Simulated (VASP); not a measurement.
# KTaO3 (Pm-3m) in VASP: single point with PBE

Aim: the single point of KTaO3 with PBE.

Program: VASP 6.6.1. These are calculated values, not measurements. Logs are shortened: lines on timing, memory, paths and dates and some standing lists are left out, and cuts for length are marked.

## Step 1: The cell of the first run

Symmetry: Pm-3m, No. 221, cubic system. The conventional cell has a = 4.025 Å, b = 4.025 Å, c = 4.025 Å, α = 90.00°, β = 90.00°, γ = 90.00°. Within 3.7 Å of K (site symmetry m-3m) lie 12 O at 2.85 Å and 8 Ta at 3.49 Å. Ta (site symmetry m-3m) has 6 O at 2.01 Å within 2.7 Å. O (site symmetry 4/mmm) has 2 Ta at 2.01 Å within 2.7 Å.

## Step 2: Single point, PBE

Input file INCAR:

```
SYSTEM = KTaO3
  PREC = Accurate
  ENCUT = 520
  EDIFF = 1E-7
  ISMEAR = 0
  SIGMA = 0.05
  LREAL = .False.
  LASPH = .True.
  NELM = 80
  ALGO = Normal
  ISIF = 2
  LWAVE = .False.
  LCHARG = .False.
  GGA = PE
  NBANDS = 27
```

Input file KPOINTS:

```
Automatic mesh
0
Gamma
  8 8 8
  0 0 0
```

Input file POSCAR:

```
KTaO3
1.0
    4.0248506931      0.0000000000      0.0000000000
    0.0000000000      4.0248506931      0.0000000000
    0.0000000000      0.0000000000      4.0248506931
K Ta O
1 1 3
Direct
    0.5000000000      0.5000000000      0.5000000000
    0.0000000000      0.0000000000      0.0000000000
    0.5000000000      0.0000000000      0.0000000000
    0.0000000000      0.5000000000      0.0000000000
    0.0000000000      0.0000000000      0.5000000000
```

Potentials or basis: VASP PAW PBE potentials, release 64 (K_sv, Ta_pv, O).

Run with:

```sh
> cat potpaw_PBE.64/K_sv/POTCAR potpaw_PBE.64/Ta_pv/POTCAR potpaw_PBE.64/O/POTCAR > POTCAR
> mpirun -np 1 vasp_std > vasp.out
```

OUTCAR:

```text
SYSTEM = KTaO3
   PREC = Accurate
   ENCUT = 520
   EDIFF = 1E-7
   ISMEAR = 0
   LREAL = .False.
   LASPH = .True.
   NELM = 80
   ISIF = 2
   GGA = PE

 ion  position               nearest neighbor table
   1  0.500  0.500  0.500-   3 2.85   4 2.85   5 2.85   3 2.85   4 2.85   3 2.85   5 2.85   3 2.85
                             4 2.85   5 2.85   4 2.85   5 2.85   2 3.49   2 3.49   2 3.49   2 3.49
   2  0.000  0.000  0.000-   3 2.01   4 2.01   5 2.01   5 2.01   4 2.01   3 2.01   1 3.49   1 3.49
                             1 3.49   1 3.49   1 3.49   1 3.49   1 3.49   1 3.49
   3  0.500  0.000  0.000-   2 2.01   2 2.01   1 2.85   1 2.85   1 2.85   1 2.85
   4  0.000  0.500  0.000-   2 2.01   2 2.01   1 2.85   1 2.85   1 2.85   1 2.85
   5  0.000  0.000  0.500-   2 2.01   2 2.01   1 2.85   1 2.85   1 2.85   1 2.85

  LATTYP: Found a simple cubic cell.
 ALAT       =     4.0248506931

  Lattice vectors:

 A1 = (   4.0248506931,   0.0000000000,   0.0000000000)
 A2 = (   0.0000000000,   4.0248506931,   0.0000000000)
 A3 = (   0.0000000000,   0.0000000000,   4.0248506931)

Analysis of symmetry for initial positions (statically):
=====================================================================
 Subroutine PRICEL returns:
 Original cell was already a primitive cell.

 Routine SETGRP: Setting up the symmetry group for a
 simple cubic supercell.

 Subroutine GETGRP returns: Found 48 space group operations
 (whereof 48 operations were pure point group operations)
 out of a pool of 48 trial point group operations.

The static configuration has the point symmetry O_h .

Analysis of symmetry for dynamics (positions and initial velocities):
=====================================================================
 Subroutine PRICEL returns:
 Original cell was already a primitive cell.

 Routine SETGRP: Setting up the symmetry group for a
 simple cubic supercell.

 Subroutine GETGRP returns: Found 48 space group operations
 (whereof 48 operations were pure point group operations)
 out of a pool of 48 trial point group operations.

The dynamic configuration has the point symmetry O_h .

 Subroutine INISYM returns: Found 48 space group operations
 (whereof 48 operations are pure point group operations),
 and found     1 'primitive' translations

----------------------------------------------------------------------------------------

                                     Primitive cell

  volume of cell :      65.2003

  direct lattice vectors                    reciprocal lattice vectors
     4.024850693  0.000000000  0.000000000     0.248456421  0.000000000  0.000000000
     0.000000000  4.024850693  0.000000000     0.000000000  0.248456421  0.000000000
     0.000000000  0.000000000  4.024850693     0.000000000  0.000000000  0.248456421

  length of vectors
     4.024850693  4.024850693  4.024850693     0.248456421  0.248456421  0.248456421

  position of ions in fractional coordinates (direct lattice)
     0.500000000  0.500000000  0.500000000
     0.000000000  0.000000000  0.000000000
     0.500000000  0.000000000  0.000000000
     0.000000000  0.500000000  0.000000000
     0.000000000  0.000000000  0.500000000

  ion indices of the primitive-cell ions
   primitive index   ion index
                 1           1
                 2           2
                 3           3
                 4           4
                 5           5

----------------------------------------------------------------------------------------

 KPOINTS: Automatic mesh

Automatic generation of k-mesh.
 Grid dimensions read from file:
 generate k-points for:    8    8    8

 Generating k-lattice:

  Cartesian coordinates                     Fractional coordinates (reciprocal lattice)
     0.031057053  0.000000000  0.000000000     0.125000000  0.000000000  0.000000000
     0.000000000  0.031057053  0.000000000     0.000000000  0.125000000  0.000000000
     0.000000000  0.000000000  0.031057053     0.000000000  0.000000000  0.125000000

  Length of vectors
     0.031057053  0.031057053  0.031057053

  Shift w.r.t. Gamma in fractional coordinates (k-lattice)
     0.000000000  0.000000000  0.000000000

 Subroutine IBZKPT returns following result:
 ===========================================

 Found     35 irreducible k-points:

 Following reciprocal coordinates:
            Coordinates               Weight
  0.000000  0.000000  0.000000      1.000000
  0.125000  0.000000  0.000000      6.000000
  0.250000  0.000000  0.000000      6.000000
  0.375000  0.000000  0.000000      6.000000
  0.500000  0.000000  0.000000      3.000000
  0.125000  0.125000  0.000000     12.000000
[... 16 lines left out ...]
  0.375000  0.375000  0.125000     24.000000
  0.500000  0.375000  0.125000     24.000000
 [... further k-points ...]
   k-points           NKPTS =     35   k-points in BZ     NKDIM =     35   number of bands    NBANDS=     27
   number of dos      NEDOS =    301   number of ions     NIONS =      5
   total plane-waves  NPLWV =  27000
   dimension x,y,z NGX =    30 NGY =   30 NGZ =   30
   dimension x,y,z NGXF=    60 NGYF=   60 NGZF=   60
   ions per type =               1   1   3
   NGX,Y,Z   is equivalent  to a cutoff of  12.39, 12.39, 12.39 a.u.
   NGXF,Y,Z  is equivalent  to a cutoff of  24.78, 24.78, 24.78 a.u.
 SYSTEM =  KTaO3
   PREC   = accura    normal or accurate (medium, high low for compatibility)
   ISTART =      0    job   : 0-new  1-cont  2-samecut
   ICHARG =      2    charge: 1-file 2-atom 10-const
   ISPIN  =      1    spin polarized calculation?
   LNONCOLLINEAR =      F non collinear calculations
   LSORBIT =      F    spin-orbit coupling
   LASPH  =      T    aspherical Exc in radial PAW
   ENCUT  =  520.0 eV  38.22 Ry    6.18 a.u.   7.48  7.48  7.48*2*pi/ulx,y,z
   NELM   =     80;   NELMIN=  2; NELMDL= -5     # of ELM steps
   EDIFF  = 0.1E-06   stopping-criterion for ELM
   LREAL  =      F    real-space projection
   EDIFFG = 0.1E-05   stopping-criterion for IOM
   NSW    =      0    number of steps for IOM
   IBRION =     -1    ionic relax: 0-MD 1-quasi-New 2-CG
   NFREE  =      0    steps in history (QN), initial steepest desc. (CG)
   ISIF   =      2    stress and relaxation
   ISYM   =      2    0-nonsym 1-usesym 2-fastsym
   POTIM  = 0.5000    time-step for ionic-motion
   TEBEG  =    0.0;   TEEND  =   0.0 temperature during run
   PSTRESS=    0.0 pullay stress
   NELECT =      38.0000    total number of electrons
   NUPDOWN=      -1.0000    fix difference up-down
   EMIN   =  10.00;   EMAX   =-10.00  energy-range for DOS
   EFERMI =   0.00;   METHOD = LEGACY
   ISMEAR =     0;   SIGMA  =   0.05  broadening in eV -4-tet -1-fermi 0-gaus
   EFERMI_NEDOS =   21; number of points for ismear=-14 and -15
   IALGO  =     38    algorithm
   IMIX   =      4    mixing-type and parameters
     AMIX     =   0.40;   BMIX     =  1.00
     AMIX_MAG =   1.60;   BMIX_MAG =  1.00
  volume/ion in A,a.u.               =      13.04        88.00
  Fermi-wavevector in a.u.,A,eV,Ry     =   1.367476  2.584154 25.442752  1.869990
  Thomas-Fermi vector in A             =   2.493525
   LORBIT       =      0    0 simple, 1 ext, 2 COOP (PROOUT), +10 PAW based schemes
   GGA     = PE    functional components
   LHFCALC =     F    Hartree Fock is set to
   AEXX    =    0.0000 exact exchange contribution
   IVDW    =     0    specifies the selected vdW correction
   LEPSILON=     F    determine dielectric tensor
   LRPA    =     F    only Hartree local field effects (RPA)
 non-spin polarized calculation
 Gauss-broadening in eV      SIGMA  =   0.05
  energy-cutoff  :      520.00
  volume of cell :       65.20
 maximum number of plane-waves:      1791
 NGX is ok and might be reduce to    30
   NGX = 15   NGY = 15   NGZ = 15

 number of electron      37.9999979 magnetization

 Free energy of the ion-electron system (eV)
  ---------------------------------------------------
  ext. energy  EPLUGINS =         0.00000000
  ---------------------------------------------------
  free energy    TOTEN  =       -41.06758731 eV

  energy without entropy =      -41.06758731  energy(sigma->0) =      -41.06758731

 E-fermi :   1.9328     XC(G=0): -10.7319

 val. band max:        1.6167380838   @ k =   0.5000   0.5000   0.5000
 cond. band min:       3.7318672716   @ k =   0.0000   0.0000   0.0000
 fundamental gap:      2.1151291878
 Fermi energy:         1.9328022173

 k-point     1 :       0.0000    0.0000    0.0000
  band No.  band energies     occupation
      1     -32.6301      2.00000
      2     -32.6301      2.00000
      3     -32.6301      2.00000
      4     -25.7301      2.00000
      5     -15.8360      2.00000
      6     -15.1382      2.00000
[... 19 lines left out ...]
     26       9.6820      0.00000
     27       9.6820      0.00000

 k-point     2 :       0.1250    0.0000    0.0000
  band No.  band energies     occupation
      1     -32.6418      2.00000
      2     -32.6297      2.00000
      3     -32.6297      2.00000
      4     -25.7266      2.00000
      5     -15.7910      2.00000
      6     -15.1351      2.00000
[... 19 lines left out ...]
     26       9.8721      0.00000
     27       9.8985      0.00000

 k-point     3 :       0.2500    0.0000    0.0000
  band No.  band energies     occupation
      1     -32.6699      2.00000
      2     -32.6287      2.00000
      3     -32.6287      2.00000
      4     -25.7182      2.00000
      5     -15.7326      2.00000
      6     -15.1276      2.00000
[... 19 lines left out ...]
     26      10.3484      0.00000
     27      10.6341      0.00000

 k-point     4 :       0.3750    0.0000    0.0000
  band No.  band energies     occupation
      1     -32.6976      2.00000
      2     -32.6276      2.00000
      3     -32.6276      2.00000
      4     -25.7098      2.00000
      5     -15.7190      2.00000
      6     -15.1202      2.00000
[... 19 lines left out ...]
     26      10.8551      0.00000
     27      11.8612      0.00000
[... 516 lines left out ...]
      4     -25.6981      2.00000
      5     -15.3584      2.00000
      6     -14.8198      2.00000
[... 19 lines left out ...]
     26      11.7660      0.00000
     27      12.1462      0.00000

 k-point    23 :       0.3750    0.3750    0.1250
  band No.  band energies     occupation
      1     -32.6941      2.00000
      2     -32.6938      2.00000
      3     -32.6366      2.00000
      4     -25.6956      2.00000
      5     -15.2801      2.00000
      6     -14.5346      2.00000
[... 19 lines left out ...]
     26      12.0866      0.00000
     27      12.2938      0.00000

 k-point    24 :       0.5000    0.3750    0.1250
  band No.  band energies     occupation
      1     -32.7053      2.00000
      2     -32.6934      2.00000
      3     -32.6362      2.00000
      4     -25.6935      2.00000
      5     -15.2567      2.00000
      6     -14.5144      2.00000
[... 19 lines left out ...]
     26      12.2570      0.00000
     27      12.2686      0.00000

 [... further k-points ...]
[... 5 lines left out ...]
  --------------------------------------------------------------------------------------
  -------------------------------------------------------------------------------------
  Total        0.2113259      0.2113259      0.2113259      0.0000000     -0.0000000      0.0000000
  in kB        5.1929486      5.1929486      5.1929486      0.0000000     -0.0000000      0.0000000
  external PRESSURE =       5.1929486 kB  Pullay stress =       0.0000000 kB

 VOLUME and BASIS-vectors are now :
 -----------------------------------------------------------------------------
  energy-cutoff  :      520.00
  volume of cell :       65.20
      direct lattice vectors                 reciprocal lattice vectors
     4.024850693  0.000000000  0.000000000     0.248456421  0.000000000  0.000000000
     0.000000000  4.024850693  0.000000000     0.000000000  0.248456421  0.000000000
     0.000000000  0.000000000  4.024850693     0.000000000  0.000000000  0.248456421

 POSITION                                       TOTAL-FORCE (eV/Angst)
 -----------------------------------------------------------------------------------
      2.01243      2.01243      2.01243         0.000000      0.000000      0.000000
      0.00000      0.00000      0.00000         0.000000      0.000000      0.000000
      2.01243      0.00000      0.00000         0.000000      0.000000      0.000000
      0.00000      2.01243      0.00000         0.000000      0.000000      0.000000
      0.00000      0.00000      2.01243         0.000000      0.000000      0.000000
 -----------------------------------------------------------------------------------
    total drift:                                0.000000     -0.000000      0.000000

  FREE ENERGIE OF THE ION-ELECTRON SYSTEM (eV)
  ---------------------------------------------------
  free  energy   TOTEN  =       -41.0675873101 eV

  energy  without entropy=      -41.0675873101  energy(sigma->0) =      -41.06758731
```

Run time: 1.8 min. Hardware: 1 thread of AMD EPYC 7R13, shared host; peak memory 0.18 GiB.

What came out:

```yaml
Free_energy: -41.0676 eV
Pressure: 0.5 GPa
Band_gap_on_the_k_mesh: 2.12 eV, indirect (least direct gap 2.75 eV)
```

Caveat: spin-orbit coupling is left out, which moves the levels of the heavy elements.
